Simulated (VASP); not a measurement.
# Mo in VASP: relaxation of the atoms with PBE

Aim: the relaxation of the atoms of Mo with PBE.

Program: VASP 6.6.1. These are calculated values, not measurements. Logs are shortened: lines on timing, memory, paths and dates and some standing lists are left out, and cuts for length are marked.

### Step 1. The cell of the first run

The cell holds a slab with vacuum, 3 atoms: a = 3.161 Å, b = 3.161 Å, c = 19.161 Å, α = 90.00°, β = 90.00°, γ = 90.00°.

### Step 2. Relaxation of the atoms, PBE

File INCAR:

```
PREC = Accurate ; ENCUT = 520
EDIFF = 1E-6 ; ISMEAR = -1
SIGMA = 0.08 ; LREAL = False
LASPH = True ; NELM = 80
ALGO = Normal ; ISIF = 2
LWAVE = False ; LCHARG = False
LDIPOL = True ; IDIPOL = 3
DIPOL = 0.5 0.5 0.500 ; GGA = PE
IBRION = 2 ; NSW = 32
EDIFFG = -0.01
```

File KPOINTS:

```
regular mesh
0
Gamma
  12 12 1
```

File POSCAR:

```
Mo
1.0
    3.1607300689      0.0000000000      0.0000000000
    0.0000000000      3.1607300689      0.0000000000
    0.0000000000      0.0000000000     19.1607000000
Mo
3
Direct
    0.0000000000      0.0000000000      0.4241214591
    0.5000000000      0.5000000000      0.4999999989
    0.0000000000      0.0000000000      0.5758785420
```

Potentials or basis: VASP PAW PBE potentials, release 64 (Mo_sv).

On the command line:

```
cat potpaw_PBE.64/Mo_sv/POTCAR > POTCAR
mpirun -np 1 vasp_std > vasp.out
```

OUTCAR:

```text
PREC = Accurate
   ENCUT = 520
   EDIFF = 1E-6
   ISMEAR = -1
   LREAL = False
   LASPH = True
   NELM = 80
   ISIF = 2
   GGA = PE
   IBRION = 2
   NSW = 32
   EDIFFG = -0.01

 ion  position               nearest neighbor table
   1  0.000  0.000  0.424-   2 2.67   2 2.67   2 2.67   2 2.67   3 2.91
   2  0.500  0.500  0.500-   1 2.67   1 2.67   1 2.67   1 2.67   3 2.67   3 2.67   3 2.67   3 2.67

   3  0.000  0.000  0.576-   2 2.67   2 2.67   2 2.67   2 2.67   1 2.91

  LATTYP: Found a simple tetragonal cell.
 ALAT       =     3.1607300689
 C/A-ratio  =     6.0621121014

  Lattice vectors:

 A1 = (   3.1607300689,   0.0000000000,   0.0000000000)
 A2 = (   0.0000000000,   3.1607300689,   0.0000000000)
 A3 = (   0.0000000000,   0.0000000000,  19.1607000000)

Analysis of symmetry for initial positions (statically):
=====================================================================
 Subroutine PRICEL returns:
 Original cell was already a primitive cell.

 Routine SETGRP: Setting up the symmetry group for a
 simple tetragonal supercell.

 Subroutine GETGRP returns: Found 16 space group operations
 (whereof 16 operations were pure point group operations)
 out of a pool of 16 trial point group operations.

The static configuration has the point symmetry D_4h.

Analysis of symmetry for dynamics (positions and initial velocities):
=====================================================================
 Subroutine PRICEL returns:
 Original cell was already a primitive cell.

 Routine SETGRP: Setting up the symmetry group for a
 simple tetragonal supercell.

 Subroutine GETGRP returns: Found 16 space group operations
 (whereof 16 operations were pure point group operations)
 out of a pool of 16 trial point group operations.

The dynamic configuration has the point symmetry D_4h.

 Subroutine INISYM returns: Found 16 space group operations
 (whereof 16 operations are pure point group operations),
 and found     1 'primitive' translations

----------------------------------------------------------------------------------------

                                     Primitive cell

  volume of cell :     191.4195

  direct lattice vectors                    reciprocal lattice vectors
     3.160730069  0.000000000  0.000000000     0.316382601  0.000000000  0.000000000
     0.000000000  3.160730069  0.000000000     0.000000000  0.316382601  0.000000000
     0.000000000  0.000000000 19.160700000     0.000000000  0.000000000  0.052190160

  length of vectors
     3.160730069  3.160730069 19.160700000     0.316382601  0.316382601  0.052190160

  position of ions in fractional coordinates (direct lattice)
     0.000000000  0.000000000  0.424121459
     0.500000000  0.500000000  0.499999999
     0.000000000  0.000000000  0.575878542

  ion indices of the primitive-cell ions
   primitive index   ion index
                 1           1
                 2           2
                 3           3

----------------------------------------------------------------------------------------

 KPOINTS: regular mesh

Automatic generation of k-mesh.
 Grid dimensions read from file:
 generate k-points for:   12   12    1

 Generating k-lattice:

  Cartesian coordinates                     Fractional coordinates (reciprocal lattice)
     0.026365217  0.000000000  0.000000000     0.083333333  0.000000000  0.000000000
     0.000000000  0.026365217  0.000000000     0.000000000  0.083333333  0.000000000
     0.000000000  0.000000000  0.052190160     0.000000000  0.000000000  1.000000000

  Length of vectors
     0.026365217  0.026365217  0.052190160

  Shift w.r.t. Gamma in fractional coordinates (k-lattice)
     0.000000000  0.000000000  0.000000000

 Subroutine IBZKPT returns following result:
 ===========================================

 Found     28 irreducible k-points:

 Following reciprocal coordinates:
            Coordinates               Weight
  0.000000  0.000000  0.000000      1.000000
  0.083333  0.000000  0.000000      4.000000
  0.166667  0.000000  0.000000      4.000000
  0.250000  0.000000  0.000000      4.000000
  0.333333  0.000000  0.000000      4.000000
  0.416667  0.000000  0.000000      4.000000
[... 16 lines left out ...]
  0.333333  0.333333  0.000000      4.000000
  0.416667  0.333333  0.000000      8.000000
 [... further k-points ...]
   k-points           NKPTS =     28   k-points in BZ     NKDIM =     28   number of bands    NBANDS=     25
   number of dos      NEDOS =    301   number of ions     NIONS =      3
   total plane-waves  NPLWV =  82944
   dimension x,y,z NGX =    24 NGY =   24 NGZ =  144
   dimension x,y,z NGXF=    48 NGYF=   48 NGZF=  288
   ions per type =               3
   NGX,Y,Z   is equivalent  to a cutoff of  12.62, 12.62, 12.49 a.u.
   NGXF,Y,Z  is equivalent  to a cutoff of  25.25, 25.25, 24.99 a.u.
 SYSTEM =  unknown system
   PREC   = accura    normal or accurate (medium, high low for compatibility)
   ISTART =      0    job   : 0-new  1-cont  2-samecut
   ICHARG =      2    charge: 1-file 2-atom 10-const
   ISPIN  =      1    spin polarized calculation?
   LNONCOLLINEAR =      F non collinear calculations
   LSORBIT =      F    spin-orbit coupling
   LASPH  =      T    aspherical Exc in radial PAW
   ENCUT  =  520.0 eV  38.22 Ry    6.18 a.u.   5.88  5.88 35.63*2*pi/ulx,y,z
   NELM   =     80;   NELMIN=  2; NELMDL= -5     # of ELM steps
   EDIFF  = 0.1E-05   stopping-criterion for ELM
   LREAL  =      F    real-space projection
   EDIFFG = -.1E-01   stopping-criterion for IOM
   NSW    =     32    number of steps for IOM
   IBRION =      2    ionic relax: 0-MD 1-quasi-New 2-CG
   NFREE  =      1    steps in history (QN), initial steepest desc. (CG)
   ISIF   =      2    stress and relaxation
   ISYM   =      2    0-nonsym 1-usesym 2-fastsym
   POTIM  = 0.5000    time-step for ionic-motion
   TEBEG  =    0.0;   TEEND  =   0.0 temperature during run
   PSTRESS=    0.0 pullay stress
   NELECT =      42.0000    total number of electrons
   NUPDOWN=      -1.0000    fix difference up-down
   EMIN   =  10.00;   EMAX   =-10.00  energy-range for DOS
   EFERMI =   0.00;   METHOD = LEGACY
   ISMEAR =    -1;   SIGMA  =   0.08  broadening in eV -4-tet -1-fermi 0-gaus
   EFERMI_NEDOS =   21; number of points for ismear=-14 and -15
   IALGO  =     38    algorithm
   IMIX   =      4    mixing-type and parameters
     AMIX     =   0.40;   BMIX     =  1.00
     AMIX_MAG =   1.60;   BMIX_MAG =  1.00
  volume/ion in A,a.u.               =      63.81       430.59
  Fermi-wavevector in a.u.,A,eV,Ry     =   0.987406  1.865927 13.265287  0.974971
  Thomas-Fermi vector in A             =   2.118858
   LORBIT       =      0    0 simple, 1 ext, 2 COOP (PROOUT), +10 PAW based schemes
   GGA     = PE    functional components
   LHFCALC =     F    Hartree Fock is set to
   AEXX    =    0.0000 exact exchange contribution
   IVDW    =     0    specifies the selected vdW correction
   LEPSILON=     F    determine dielectric tensor
   LRPA    =     F    only Hartree local field effects (RPA)
 conjugate gradient relaxation of ions
 non-spin polarized calculation
  energy-cutoff  :      520.00
  volume of cell :      191.42
 maximum number of plane-waves:      5240
 NGX is ok and might be reduce to    24
   NGX = 11   NGY = 11   NGZ = 71

 dipolmoment           0.000000      0.000000     -0.000000 electrons x Angstroem

--------------------------------------- Ionic step        1  -------------------------------------------

 number of electron      42.0000011 magnetization

 Free energy of the ion-electron system (eV)
  ---------------------------------------------------
  ext. energy  EPLUGINS =         0.00000000
  ---------------------------------------------------
  free energy    TOTEN  =       -28.60135057 eV

  energy without entropy =      -28.45732530  energy(sigma->0) =      -28.52933794

------------------------ aborting loop because EDIFF is reached ----------------------------------------

  FORCE on cell =-STRESS in cart. coord.  units (eV):
  Direction    XX          YY          ZZ          XY          YZ          ZX
  --------------------------------------------------------------------------------------
  -------------------------------------------------------------------------------------
  Total       -4.6045181     -4.6045181      0.0744989      0.0000000      0.0000000      0.0000000
  in kB      -38.5397219    -38.5397219      0.6235542      0.0000000      0.0000000      0.0000000
  external PRESSURE =     -25.4852965 kB  Pullay stress =       0.0000000 kB
[... 59 lines left out ...]
  energy  without entropy=      -28.4577118782  energy(sigma->0) =      -28.52956858

--------------------------------------- Ionic step        3  -------------------------------------------

 number of electron      42.0000012 magnetization

 dipolmoment           0.000000      0.000000      0.000000 electrons x Angstroem

 Free energy of the ion-electron system (eV)
  ---------------------------------------------------
  ext. energy  EPLUGINS =         0.00000000
  ---------------------------------------------------
  free energy    TOTEN  =       -28.60145509 eV

  energy without entropy =      -28.45810217  energy(sigma->0) =      -28.52977863

 E-fermi :   0.1791     XC(G=0):  -4.4822

 val. band max:        0.1751711770   @ k =   0.1667   0.0833   0.0000
 cond. band min:       0.1909211133   @ k =   0.3333   0.0833   0.0000
 fundamental gap:      0.0157499362
 Fermi energy:         0.1791310874

 k-point     1 :       0.0000    0.0000    0.0000
  band No.  band energies     occupation
      1     -61.0050      2.00000
      2     -60.7172      2.00000
      3     -60.5835      2.00000
      4     -35.2274      2.00000
      5     -35.2274      2.00000
      6     -35.2033      2.00000
[... 661 lines left out ...]
     24       1.7348      0.00000
     25       1.7676      0.00000

 [... further k-points ...]

------------------------ aborting loop because EDIFF is reached ----------------------------------------

 vacuum level on the upper side and lower side of the slab       (xc-potential included)        -0.167        -0.167

  FORCE on cell =-STRESS in cart. coord.  units (eV):
  Direction    XX          YY          ZZ          XY          YZ          ZX
  --------------------------------------------------------------------------------------
  -------------------------------------------------------------------------------------
  Total       -4.7180070     -4.7180070     -0.0177965      0.0000000      0.0000000      0.0000000
  in kB      -39.4896218    -39.4896218     -0.1489565      0.0000000      0.0000000      0.0000000
  external PRESSURE =     -26.3760667 kB  Pullay stress =       0.0000000 kB

 VOLUME and BASIS-vectors are now :
 -----------------------------------------------------------------------------
  energy-cutoff  :      520.00
  volume of cell :      191.42
      direct lattice vectors                 reciprocal lattice vectors
     3.160730069  0.000000000  0.000000000     0.316382601  0.000000000  0.000000000
     0.000000000  3.160730069  0.000000000     0.000000000  0.316382601  0.000000000
     0.000000000  0.000000000 19.160700000     0.000000000  0.000000000  0.052190160
[... 9 lines left out ...]
  FREE ENERGIE OF THE ION-ELECTRON SYSTEM (eV)
  ---------------------------------------------------
  free  energy   TOTEN  =       -28.6014550888 eV

  energy  without entropy=      -28.4581021719  energy(sigma->0) =      -28.52977863

 reached required accuracy - stopping structural energy minimisation

 vacuum level on the upper side and lower side of the slab         4.021         4.021
```

Run time: 9.8 min. Hardware: 1 thread of Oxide Virtual Turin-like, shared host; peak memory 0.3 GiB.

What came out:

```yaml
Free_energy: -28.6015 eV
Energy_gained_by_relaxing: 0.0 meV/atom
Ionic_steps: 3
Band_gap_on_the_k_mesh: zero (bands 21 and 22 overlap by 1.36 eV)
```

The path:
```
step  energy change (eV)  largest force (eV/Å)  pressure (GPa)
   1              0.0000                0.0320           -2.55
   2             -0.0001                0.0168           -2.59
   3             -0.0001                0.0011           -2.64
```

Final structure:
```xyz
3
Lattice="3.1607 0.0000 0.0000 0.0000 3.1607 0.0000 0.0000 0.0000 19.1607" Properties=species:S:1:pos:R:3 pbc="T T T"
Mo    0.0000    0.0000    8.1232
Mo    1.5804    1.5804    9.5803
Mo    0.0000    0.0000   11.0375
```

Levels at points of the mesh, in eV from the Fermi level:
| k point | band 17 | band 18 | band 19 | band 20 | band 21 | band 22 | band 23 | band 24 | band 25 |
| --- | --- | --- | --- | --- | --- | --- | --- | --- | --- |
| (0.00, 0.00, 0.00) | -2.19 | -1.11 | -0.98 | -0.98 | -0.16 | -0.16 | -0.11 | -0.07 | 0.90 |
| (0.50, 0.00, 0.00) | -2.45 | -1.95 | -1.40 | -0.90 | -0.08 | 0.72 | 1.16 | 1.21 | 1.66 |
| (0.50, 0.50, 0.00) | -2.16 | -2.01 | -2.01 | 0.97 | 0.97 | 1.08 | 1.66 | 1.98 | 2.25 |
